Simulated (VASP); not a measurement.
# MnPt2 (P-3m1) in VASP: further runs

MnPt2 is run at these levels: PBEsol; tasks: single point.

Everything below comes from runs of VASP 6.6.1. Logs are shortened: lines on timing, memory, paths and dates and some standing lists are left out, and cuts for length are marked.

## (1) The cell of the first run

Symmetry: P-3m1, No. 164, trigonal system. Conventional cell: a = 2.858 Å, b = 2.858 Å, c = 6.533 Å, α = 90.00°, β = 90.00°, γ = 120.00°. Within 3.5 Å of Mn (site symmetry -3m) lie 6 Pt at 2.64 Å and 6 Mn at 2.86 Å. Within 3.5 Å of Pt (site symmetry 3m) lie 3 Mn at 2.64 Å and 9 Pt at 2.86 to 2.91 Å.

## (2) Single point, PBEsol, collinear spin, ferromagnetic start

Contents of INCAR:

```
SYSTEM = MnPt2
PREC     = Accurate       ! precision mode
ENCUT    = 500            ! plane-wave cutoff, eV
EDIFF    = 1E-6           ! SCF threshold, eV
ISMEAR   = 0              ! smearing method
SIGMA    = 0.1            ! smearing width, eV
LREAL    = .FALSE.        ! projectors in reciprocal space
LASPH    = .TRUE.         ! aspherical terms in the spheres
NELM     = 200            ! most SCF steps
ALGO     = Normal         ! electronic algorithm
ISIF     = 2              ! what is computed and relaxed
LWAVE    = .FALSE.        ! write WAVECAR
LCHARG   = .FALSE.        ! write CHGCAR
ISPIN    = 2              ! spin polarisation
MAGMOM   = 4 1 1          ! initial moments
LORBIT   = 11             ! projections on sites
LMAXMIX  = 4              ! l up to which the mixer works
GGA      = PS             ! functional
NBANDS   = 28             ! bands
GGA_COMPAT= .FALSE.
```

Contents of KPOINTS:

```
Automatic mesh
0
G
  6 6 4
  0 0 0
```

Contents of POSCAR:

```
MnPt2
1.0
    2.8584044518      0.0000000000      0.0000000000
   -1.4292022259      2.4754508696      0.0000000000
    0.0000000000      0.0000000000      6.5325040000
Mn Pt
1 2
Direct
    0.0000000000      0.0000000000      0.0000000000
    0.3333333300      0.6666666700      0.6837940000
    0.6666666700      0.3333333300      0.3162060000
```

Potentials or basis: VASP PAW PBE potentials, release 64 (Mn_pv, Pt).

Run with:

```
$ cat potpaw_PBE.64/Mn_pv/POTCAR potpaw_PBE.64/Pt/POTCAR > POTCAR
$ mpirun -np 1 vasp_std > vasp.out
```

OUTCAR:

```text
SYSTEM = MnPt2
   PREC = Accurate
   ENCUT = 500
   EDIFF = 1E-6
   ISMEAR = 0
   LREAL = .FALSE.
   LASPH = .TRUE.
   NELM = 200
   ISIF = 2
   ISPIN = 2
   LORBIT = 11
   GGA = PS

 ion  position               nearest neighbor table
   1  0.000  0.000  0.000-   2 2.64   3 2.64   3 2.64   2 2.64   3 2.64   2 2.64
   2  0.333  0.667  0.684-   1 2.64   1 2.64   1 2.64   3 2.91   3 2.91   3 2.91
   3  0.667  0.333  0.316-   1 2.64   1 2.64   1 2.64   2 2.91   2 2.91   2 2.91

  LATTYP: Found a hexagonal cell.
 ALAT       =     2.8584044518
 C/A-ratio  =     2.2853672775

  Lattice vectors:

 A1 = (   2.8584044518,   0.0000000000,   0.0000000000)
 A2 = (  -1.4292022259,   2.4754508696,   0.0000000000)
 A3 = (   0.0000000000,   0.0000000000,   6.5325040000)

Analysis of symmetry for initial positions (statically):
=====================================================================
 Subroutine PRICEL returns:
 Original cell was already a primitive cell.

 Routine SETGRP: Setting up the symmetry group for a
 hexagonal supercell.

 Subroutine GETGRP returns: Found 12 space group operations
 (whereof 12 operations were pure point group operations)
 out of a pool of 24 trial point group operations.

The static configuration has the point symmetry D_3d.

Analysis of symmetry for dynamics (positions and initial velocities):
=====================================================================
 Subroutine PRICEL returns:
 Original cell was already a primitive cell.

 Routine SETGRP: Setting up the symmetry group for a
 hexagonal supercell.

 Subroutine GETGRP returns: Found 12 space group operations
 (whereof 12 operations were pure point group operations)
 out of a pool of 24 trial point group operations.

The dynamic configuration has the point symmetry D_3d.

Analysis of structural, dynamic, and magnetic symmetry:
=====================================================================
 Subroutine PRICEL returns:
 Original cell was already a primitive cell.

 Routine SETGRP: Setting up the symmetry group for a
 hexagonal supercell.

 Subroutine GETGRP returns: Found 12 space group operations
 (whereof 12 operations were pure point group operations)
 out of a pool of 24 trial point group operations.

The overall configuration has the point symmetry D_3d.

 Subroutine INISYM returns: Found 12 space group operations
 (whereof 12 operations are pure point group operations),
 and found     1 'primitive' translations

----------------------------------------------------------------------------------------

                                     Primitive cell

  volume of cell :      46.2230

  direct lattice vectors                    reciprocal lattice vectors
     2.858404452  0.000000000  0.000000000     0.349845523  0.201983407  0.000000000
    -1.429202226  2.475450870  0.000000000     0.000000000  0.403966814  0.000000000
     0.000000000  0.000000000  6.532504000     0.000000000  0.000000000  0.153080656

  length of vectors
     2.858404452  2.858404452  6.532504000     0.403966814  0.403966814  0.153080656

  position of ions in fractional coordinates (direct lattice)
     0.000000000  0.000000000  0.000000000
     0.333333330  0.666666670  0.683794000
     0.666666670  0.333333330  0.316206000

  ion indices of the primitive-cell ions
   primitive index   ion index
                 1           1
                 2           2
                 3           3

----------------------------------------------------------------------------------------

 KPOINTS: Automatic mesh

Automatic generation of k-mesh.
 Grid dimensions read from file:
 generate k-points for:    6    6    4

 Generating k-lattice:

  Cartesian coordinates                     Fractional coordinates (reciprocal lattice)
     0.058307587  0.033663901  0.000000000     0.166666667  0.000000000  0.000000000
     0.000000000  0.067327802  0.000000000     0.000000000  0.166666667  0.000000000
     0.000000000  0.000000000  0.038270164     0.000000000  0.000000000  0.250000000

  Length of vectors
     0.067327802  0.067327802  0.038270164

  Shift w.r.t. Gamma in fractional coordinates (k-lattice)
     0.000000000  0.000000000  0.000000000

 Subroutine IBZKPT returns following result:
 ===========================================

 Found     24 irreducible k-points:

 Following reciprocal coordinates:
            Coordinates               Weight
  0.000000  0.000000  0.000000      1.000000
  0.166667  0.000000  0.000000      6.000000
  0.333333  0.000000  0.000000      6.000000
  0.500000  0.000000  0.000000      3.000000
  0.166667  0.166667  0.000000      6.000000
  0.333333  0.166667  0.000000     12.000000
[... 16 lines left out ...]
  0.333333  0.166667  0.500000     12.000000
  0.333333  0.333333  0.500000      2.000000
   k-points           NKPTS =     24   k-points in BZ     NKDIM =     24   number of bands    NBANDS=     28
   number of dos      NEDOS =    301   number of ions     NIONS =      3
   total plane-waves  NPLWV =  27648
   dimension x,y,z NGX =    24 NGY =   24 NGZ =   48
   dimension x,y,z NGXF=    48 NGYF=   48 NGZF=   96
   ions per type =               1   2
   NGX,Y,Z   is equivalent  to a cutoff of  13.96, 13.96, 12.22 a.u.
   NGXF,Y,Z  is equivalent  to a cutoff of  27.92, 27.92, 24.43 a.u.
 SYSTEM =  MnPt2
   PREC   = accura    normal or accurate (medium, high low for compatibility)
   ISTART =      0    job   : 0-new  1-cont  2-samecut
   ICHARG =      2    charge: 1-file 2-atom 10-const
   ISPIN  =      2    spin polarized calculation?
   LNONCOLLINEAR =      F non collinear calculations
   LSORBIT =      F    spin-orbit coupling
   LASPH  =      T    aspherical Exc in radial PAW
   ENCUT  =  500.0 eV  36.75 Ry    6.06 a.u.   5.21  5.21 11.91*2*pi/ulx,y,z
   NELM   =    200;   NELMIN=  2; NELMDL= -5     # of ELM steps
   EDIFF  = 0.1E-05   stopping-criterion for ELM
   LREAL  =      F    real-space projection
   EDIFFG = 0.1E-04   stopping-criterion for IOM
   NSW    =      0    number of steps for IOM
   IBRION =     -1    ionic relax: 0-MD 1-quasi-New 2-CG
   NFREE  =      0    steps in history (QN), initial steepest desc. (CG)
   ISIF   =      2    stress and relaxation
   ISYM   =      2    0-nonsym 1-usesym 2-fastsym
   POTIM  = 0.5000    time-step for ionic-motion
   TEBEG  =    0.0;   TEEND  =   0.0 temperature during run
   PSTRESS=    0.0 pullay stress
   NELECT =      33.0000    total number of electrons
   NUPDOWN=      -1.0000    fix difference up-down
   EMIN   =  10.00;   EMAX   =-10.00  energy-range for DOS
   EFERMI =   0.00;   METHOD = LEGACY
   ISMEAR =     0;   SIGMA  =   0.10  broadening in eV -4-tet -1-fermi 0-gaus
   EFERMI_NEDOS =   21; number of points for ismear=-14 and -15
   IALGO  =     38    algorithm
   IMIX   =      4    mixing-type and parameters
     AMIX     =   0.40;   BMIX     =  1.00
     AMIX_MAG =   1.60;   BMIX_MAG =  1.00
  volume/ion in A,a.u.               =      15.41       103.98
  Fermi-wavevector in a.u.,A,eV,Ry     =   1.463166  2.764983 29.128095  2.140855
  Thomas-Fermi vector in A             =   2.579293
   LORBIT       =     11    0 simple, 1 ext, 2 COOP (PROOUT), +10 PAW based schemes
   GGA     = PS    functional components
   LHFCALC =     F    Hartree Fock is set to
   AEXX    =    0.0000 exact exchange contribution
   IVDW    =     0    specifies the selected vdW correction
   LEPSILON=     F    determine dielectric tensor
   LRPA    =     F    only Hartree local field effects (RPA)
 spin polarized calculation
 Gauss-broadening in eV      SIGMA  =   0.10
  energy-cutoff  :      500.00
  volume of cell :       46.22
 maximum number of plane-waves:      1188
 NGX is ok and might be reduce to    24
   NGX = 11   NGY = 11   NGZ = 23

 number of electron      33.0000009 magnetization       4.5969622

 Free energy of the ion-electron system (eV)
  ---------------------------------------------------
  ext. energy  EPLUGINS =         0.00000000
  ---------------------------------------------------
  free energy    TOTEN  =       -24.03722430 eV

  energy without entropy =      -24.02593619  energy(sigma->0) =      -24.03158024

 E-fermi :   9.3819     XC(G=0): -12.9918

 val. band max:        9.3715721703   @ k =   0.0000   0.1667   0.2500
 cond. band min:       9.4031134772   @ k =   0.3333   0.0000   0.2500
 fundamental gap:      0.0315413069
 Fermi energy:         9.3818672050

 spin component 1

 k-point     1 :       0.0000    0.0000    0.0000
  band No.  band energies     occupation
      1     -40.2374      1.00000
      2     -40.2369      1.00000
      3     -40.2369      1.00000
      4       0.0007      1.00000
      5       2.3355      1.00000
      6       3.4966      1.00000
[... 20 lines left out ...]
     27      28.2526      0.00000
     28      28.2532      0.00000
[... 683 lines left out ...]
 k-point    24 :       0.3333    0.3333    0.5000
  band No.  band energies     occupation
      1     -40.3293      1.00000
      2     -40.3293      1.00000
      3     -40.2188      1.00000
      4       4.4594      1.00000
      5       4.4594      1.00000
      6       4.6369      1.00000
[... 20 lines left out ...]
     27      21.9614      0.00000
     28      22.0837      0.00000
 Fermi energy:         9.3818672050

 spin component 2

 k-point     1 :       0.0000    0.0000    0.0000
  band No.  band energies     occupation
      1     -36.3192      1.00000
      2     -36.2282      1.00000
      3     -36.2282      1.00000
      4       0.2736      1.00000
      5       2.4961      1.00000
      6       4.3055      1.00000
[... 20 lines left out ...]
     27      28.9924      0.00000
     28      28.9978      0.00000
[... 683 lines left out ...]
 k-point    24 :       0.3333    0.3333    0.5000
  band No.  band energies     occupation
      1     -36.3354      1.00000
      2     -36.3354      1.00000
      3     -36.2962      1.00000
      4       4.8418      1.00000
      5       4.8418      1.00000
      6       4.8798      1.00000
[... 20 lines left out ...]
     27      22.6956      0.00000
     28      22.7087      0.00000

------------------------ aborting loop because EDIFF is reached ----------------------------------------

  FORCE on cell =-STRESS in cart. coord.  units (eV):
  Direction    XX          YY          ZZ          XY          YZ          ZX
  --------------------------------------------------------------------------------------
  -------------------------------------------------------------------------------------
  Total       -3.1269032     -3.1269032     -2.0899149     -0.0000000      0.0000000      0.0000000
  in kB     -108.3845397   -108.3845397    -72.4405133     -0.0000000      0.0000000      0.0000000
  external PRESSURE =     -96.4031976 kB  Pullay stress =       0.0000000 kB

 VOLUME and BASIS-vectors are now :
 -----------------------------------------------------------------------------
  energy-cutoff  :      500.00
  volume of cell :       46.22
      direct lattice vectors                 reciprocal lattice vectors
     2.858404452  0.000000000  0.000000000     0.349845523  0.201983407  0.000000000
    -1.429202226  2.475450870  0.000000000     0.000000000  0.403966814  0.000000000
     0.000000000  0.000000000  6.532504000     0.000000000  0.000000000  0.153080656

 POSITION                                       TOTAL-FORCE (eV/Angst)
 -----------------------------------------------------------------------------------
      0.00000      0.00000      0.00000         0.000000      0.000000      0.000000
     -0.00000      1.65030      4.46689         0.000000     -0.000000     -0.023708
      1.42920      0.82515      2.06562        -0.000000      0.000000      0.023708
 -----------------------------------------------------------------------------------
    total drift:                               -0.000000     -0.000000      0.000000

  FREE ENERGIE OF THE ION-ELECTRON SYSTEM (eV)
  ---------------------------------------------------
  free  energy   TOTEN  =       -24.0372242972 eV

  energy  without entropy=      -24.0259361908  energy(sigma->0) =      -24.03158024

 total charge

# of ion       s       p       d       tot
------------------------------------------
    1        0.321   6.270   4.960  11.551
    2        0.644   0.532   8.033   9.210
    3        0.644   0.532   8.033   9.210
--------------------------------------------------
tot          1.609   7.334  21.027  29.971

 magnetization (x)

# of ion       s       p       d       tot
------------------------------------------
    1        0.016   0.025   3.713   3.754
    2       -0.017  -0.003   0.347   0.327
    3       -0.017  -0.003   0.347   0.327
--------------------------------------------------
tot         -0.018   0.020   4.406   4.409
```

Run time: 53 s. Hardware: 1 thread of Intel Xeon 6975P-C, shared host; peak memory 0.21 GiB.

What came out:

* Free energy: -24.0372 eV
* Pressure: -9.6 GPa
* Largest force: 0.024 eV/Å
* Net moment: 4.60 μB per cell
* Site moments: Mn +3.75; Pt +0.33 μB
* Valence electrons inside the program's atomic spheres: Mn 11.55; Pt 9.21

Forces in eV/Å, atoms in the order of the input:
```
Mn   0.000  0.000  0.000
Pt   0.000  0.000 -0.024
Pt   0.000  0.000  0.024
```

Stress tensor (GPa, compression positive):
```
-10.84   0.00   0.00
  0.00 -10.84   0.00
  0.00   0.00  -7.24
```

Caveat: the k points lie up to 0.42 Å⁻¹ apart; the PAW data sets were made with another functional, which shifts forces and pressure a little; spin-orbit coupling is left out, which moves the levels of the heavy elements.

(Continued in part 2 of 2.)
